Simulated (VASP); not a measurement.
# MgTe (F-43m) in VASP: dielectric tensor with LDA

Aim: the dielectric tensor of MgTe with LDA.

Everything below comes from runs of VASP 6.6.1. Logs are shortened: lines on timing, memory, paths and dates and some standing lists are left out, and cuts for length are marked.

## 1. The cell of the first run

Symmetry: F-43m, No. 216, cubic system. The conventional cell has a = 6.464 Å, b = 6.464 Å, c = 6.464 Å, α = 90.00°, β = 90.00°, γ = 90.00°. Within 3.7 Å of Mg (site symmetry -43m) lie 4 Te at 2.80 Å. Te (site symmetry -43m) has 4 Mg at 2.80 Å within 3.7 Å.

## 2. Dielectric tensor, LDA

Input file INCAR:

```
  PREC = Accurate
  ENCUT = 520
  EDIFF = 1E-8
  ISMEAR = 0
  SIGMA = 0.01
  LREAL = False
  LASPH = True
  NELM = 120
  ALGO = Normal
  ISIF = 2
  LWAVE = False
  LCHARG = False
  LEPSILON = True
  GGA_COMPAT = False
```

Input file KPOINTS:

```
Automatic mesh
0
Gamma
  6 6 6
```

Input file POSCAR:

```
MgTe
1.0
    0.0000000000      3.2319990000      3.2319990000
    3.2319990000      0.0000000000      3.2319990000
    3.2319990000      3.2319990000      0.0000000000
Mg Te
1 1
Direct
    0.0000000000      0.0000000000      0.0000000000
    0.2500000000      0.2500000000      0.2500000000
```

Potentials or basis: VASP PAW LDA potentials, release 64 (Mg, Te).

Command:

```sh
> cat potpaw_LDA.64/Mg/POTCAR potpaw_LDA.64/Te/POTCAR > POTCAR
> mpirun -np 1 vasp_std > vasp.out
```

OUTCAR:

```text
PREC = Accurate
   ENCUT = 520
   EDIFF = 1E-8
   ISMEAR = 0
   LREAL = False
   LASPH = True
   NELM = 120
   ISIF = 2
   LEPSILON = True

 ion  position               nearest neighbor table
   1  0.000  0.000  0.000-   2 2.80   2 2.80   2 2.80   2 2.80
   2  0.250  0.250  0.250-   1 2.80   1 2.80   1 2.80   1 2.80

  LATTYP: Found a face centered cubic cell.
 ALAT       =     6.4639980000

  Lattice vectors:

 A1 = (   0.0000000000,   3.2319990000,   3.2319990000)
 A2 = (   3.2319990000,   0.0000000000,   3.2319990000)
 A3 = (   3.2319990000,   3.2319990000,   0.0000000000)

Analysis of symmetry for initial positions (statically):
=====================================================================
 Subroutine PRICEL returns:
 Original cell was already a primitive cell.

 Routine SETGRP: Setting up the symmetry group for a
 face centered cubic supercell.

 Subroutine GETGRP returns: Found 24 space group operations
 (whereof 24 operations were pure point group operations)
 out of a pool of 48 trial point group operations.

The static configuration has the point symmetry T_d .

Analysis of symmetry for dynamics (positions and initial velocities):
=====================================================================
 Subroutine PRICEL returns:
 Original cell was already a primitive cell.

 Routine SETGRP: Setting up the symmetry group for a
 face centered cubic supercell.

 Subroutine GETGRP returns: Found 24 space group operations
 (whereof 24 operations were pure point group operations)
 out of a pool of 48 trial point group operations.

The dynamic configuration has the point symmetry T_d .

 Subroutine INISYM returns: Found 24 space group operations
 (whereof 24 operations are pure point group operations),
 and found     1 'primitive' translations

----------------------------------------------------------------------------------------

                                     Primitive cell

  volume of cell :      67.5217

  direct lattice vectors                    reciprocal lattice vectors
     0.000000000  3.231999000  3.231999000    -0.154703018  0.154703018  0.154703018
     3.231999000  0.000000000  3.231999000     0.154703018 -0.154703018  0.154703018
     3.231999000  3.231999000  0.000000000     0.154703018  0.154703018 -0.154703018

  length of vectors
     4.570736819  4.570736819  4.570736819     0.267953488  0.267953488  0.267953488

  position of ions in fractional coordinates (direct lattice)
     0.000000000  0.000000000  0.000000000
     0.250000000  0.250000000  0.250000000

  ion indices of the primitive-cell ions
   primitive index   ion index
                 1           1
                 2           2

----------------------------------------------------------------------------------------

 KPOINTS: Automatic mesh

Automatic generation of k-mesh.
 Grid dimensions read from file:
 generate k-points for:    6    6    6

 Generating k-lattice:

  Cartesian coordinates                     Fractional coordinates (reciprocal lattice)
    -0.025783836  0.025783836  0.025783836     0.166666667  0.000000000  0.000000000
     0.025783836 -0.025783836  0.025783836     0.000000000  0.166666667  0.000000000
     0.025783836  0.025783836 -0.025783836     0.000000000  0.000000000  0.166666667

  Length of vectors
     0.044658915  0.044658915  0.044658915

  Shift w.r.t. Gamma in fractional coordinates (k-lattice)
     0.000000000  0.000000000  0.000000000

 Subroutine IBZKPT returns following result:
 ===========================================
[... 62 lines left out ...]
  Thomas-Fermi vector in A             =   1.912049
   LORBIT       =      0    0 simple, 1 ext, 2 COOP (PROOUT), +10 PAW based schemes
   GGA     = CA    functional components
   LHFCALC =     F    Hartree Fock is set to
   AEXX    =    0.0000 exact exchange contribution
   IVDW    =     0    specifies the selected vdW correction
   LEPSILON=     T    determine dielectric tensor
   LRPA    =     F    only Hartree local field effects (RPA)
 non-spin polarized calculation
 Gauss-broadening in eV      SIGMA  =   0.01
  energy-cutoff  :      520.00
  volume of cell :       67.52
 maximum number of plane-waves:      1853
 NGX is ok and might be reduce to    36
   NGX = 17   NGY = 17   NGZ = 17

--------------------------------------- Ionic step        1  -------------------------------------------

 number of electron       8.0000000 magnetization

 E-fermi :   1.7682     XC(G=0):  -8.1380

 val. band max:        1.7092394875   @ k =   0.0000   0.0000   0.0000
 cond. band min:       3.9131169757   @ k =   0.0000   0.0000   0.0000
 fundamental gap:      2.2038774882
 Fermi energy:         1.7682148889

 k-point     1 :       0.0000    0.0000    0.0000
  band No.  band energies     occupation
      1      -8.5279      2.00000
      2       1.7092      2.00000
      3       1.7092      2.00000
      4       1.7092      2.00000
      5       3.9131      0.00000
      6       7.0774      0.00000
      7       7.0774      0.00000
      8       7.0774      0.00000
[... 155 lines left out ...]
 k-point    16 :      -0.3333    0.5000    0.1667
  band No.  band energies     occupation
      1      -7.7399      2.00000
      2      -1.1358      2.00000
      3       0.0121      2.00000
      4       0.3037      2.00000
      5       5.4975      0.00000
      6       6.3197      0.00000
      7       8.6736      0.00000
      8       9.0647      0.00000

  FORCE on cell =-STRESS in cart. coord.  units (eV):
  Direction    XX          YY          ZZ          XY          YZ          ZX
  --------------------------------------------------------------------------------------
  -------------------------------------------------------------------------------------
  Total       -0.6817711     -0.6817711     -0.6817711      0.0000000      0.0000000      0.0000000
  in kB      -16.1772814    -16.1772814    -16.1772814      0.0000000      0.0000000      0.0000000
  external PRESSURE =     -16.1772814 kB  Pullay stress =       0.0000000 kB

 VOLUME and BASIS-vectors are now :
 -----------------------------------------------------------------------------
  energy-cutoff  :      520.00
  volume of cell :       67.52
      direct lattice vectors                 reciprocal lattice vectors
     0.000000000  3.231999000  3.231999000    -0.154703018  0.154703018  0.154703018
     3.231999000  0.000000000  3.231999000     0.154703018 -0.154703018  0.154703018
     3.231999000  3.231999000  0.000000000     0.154703018  0.154703018 -0.154703018

 POSITION                                       TOTAL-FORCE (eV/Angst)
 -----------------------------------------------------------------------------------
      0.00000      0.00000      0.00000        -0.000000     -0.000000     -0.000000
      1.61600      1.61600      1.61600         0.000000      0.000000      0.000000
 -----------------------------------------------------------------------------------
    total drift:                                0.000000      0.000000      0.000000

  FREE ENERGIE OF THE ION-ELECTRON SYSTEM (eV)
  ---------------------------------------------------
  free  energy   TOTEN  =        -7.2891856906 eV

  energy  without entropy=       -7.2891856906  energy(sigma->0) =       -7.28918569

 HEAD OF MICROSCOPIC STATIC DIELECTRIC TENSOR (INDEPENDENT PARTICLE, excluding Hartree and local field effects)
 ------------------------------------------------------
           6.516975     0.000000    -0.000000
          -0.000000     6.516975    -0.000000
          -0.000000     0.000000     6.516975
 ------------------------------------------------------

 Free energy of the ion-electron system (eV)
  ---------------------------------------------------
  ---------------------------------------------------
  free energy    TOTEN  =        -0.99891834 eV

  energy without entropy =       -0.99891834

------------------------ aborting loop because EDIFF is reached ----------------------------------------

--------------------------------------- Ionic step        2  -------------------------------------------

------------------------ aborting loop because EDIFF is reached ----------------------------------------

--------------------------------------- Ionic step        3  -------------------------------------------

 Free energy of the ion-electron system (eV)
  ---------------------------------------------------
  ---------------------------------------------------
  free energy    TOTEN  =        -0.99891849 eV

  energy without entropy =       -0.99891849

------------------------ aborting loop because EDIFF is reached ----------------------------------------

 PIEZOELECTRIC TENSOR FIELD DIRECTION 3  (e Angst)
 -----------------------------------------------------------------------------
    -0.00062 -1.76987  0.00000           (  0.00001  0.06169  0.00000)
    -1.76987 -0.00062  0.00000           (  0.06169  0.00001  0.00000)
     0.00000  0.00000 -0.00009           (  0.00000  0.00000  0.00000)

 PIEZOELECTRIC TENSOR FIELD DIRECTION 3  (C/m^2)
 -----------------------------------------------------------------------------
    -0.00015 -0.41996  0.00000
    -0.41996 -0.00015  0.00000
     0.00000  0.00000 -0.00002

 MACROSCOPIC STATIC DIELECTRIC TENSOR (including local field effects in DFT)
 ------------------------------------------------------
           5.873070    -0.000000    -0.000000
          -0.000000     5.873070    -0.000000
          -0.000000     0.000000     5.873070
 ------------------------------------------------------

 PIEZOELECTRIC TENSOR (including local field effects)  for field in x, y, z        (e  Angst)
          XX          YY          ZZ          XY          YZ          ZX
  --------------------------------------------------------------------------------
  x     0.00000    -0.00000    -0.00000     0.00000    -1.77696     0.00000
  y     0.00000     0.00000     0.00000     0.00000    -0.00000    -1.77696
  z     0.00000     0.00000     0.00000    -1.77696     0.00000     0.00000

 PIEZOELECTRIC TENSOR (including local field effects)  for field in x, y, z        (C/m^2)
          XX          YY          ZZ          XY          YZ          ZX
  --------------------------------------------------------------------------------
  x     0.00000    -0.00000    -0.00000     0.00000    -0.42164     0.00000
  y     0.00000     0.00000     0.00000     0.00000    -0.00000    -0.42164
  z     0.00000     0.00000     0.00000    -0.42164     0.00000     0.00000

 BORN EFFECTIVE CHARGES (including local field effects) (in |e|, cummulative output)
 ---------------------------------------------------------------------------------
 ion    1
    1     1.95895    -0.00000     0.00000
    2     0.00000     1.95895    -0.00000
    3     0.00000     0.00000     1.95895
 ion    2
    1    -1.95895     0.00000    -0.00000
    2     0.00000    -1.95895     0.00000
    3    -0.00000    -0.00000    -1.95895
```

Run time: 2.7 min. Hardware: 1 thread of Intel Xeon 8259CL, shared host; peak memory 0.24 GiB.

Results:

- Band gap on the k mesh: 2.20 eV
- Electronic dielectric tensor (diagonal): 5.87
- Born charges (mean of the diagonal): Mg +1.96; Te -1.96 e

Electronic dielectric tensor:
```
5.87 0.00 0.00
0.00 5.87 0.00
0.00 0.00 5.87
```

Born effective charge tensors (e):
atom 1, Mg
```
1.96 0.00 0.00
0.00 1.96 0.00
0.00 0.00 1.96
```
atom 2, Te
```
-1.96  0.00  0.00
 0.00 -1.96  0.00
 0.00  0.00 -1.96
```

Caveat: spin-orbit coupling is left out, which moves the levels of the heavy elements.
